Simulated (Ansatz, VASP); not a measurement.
Sc in VASP and in Ansatz

```
Sc
1.0
    -1.83873    1.83873    1.83873
     1.83873   -1.83873    1.83873
     1.83873    1.83873   -1.83873
Sc
1
Direct
  0.00000 0.00000 0.00000
```

Alike in both runs: task single point; functional PBE; k mesh 13 × 13 × 13; occupations fermi-dirac, width 0.05 eV; non-collinear spin, spin-orbit coupling.

```csv
,VASP,Ansatz
version,VASP 6.6.1,Ansatz 0.2.0
potentials or method,"VASP PAW PBE potentials, release 64 (Sc_sv), cutoff 520 eV",all-electron LAPW
```

```csv
,VASP,Ansatz,Ansatz less VASP
pressure (GPa),0.0,0.0,-0.03
```

Ansatz ran all-electron here, and VASP with PAW potentials.
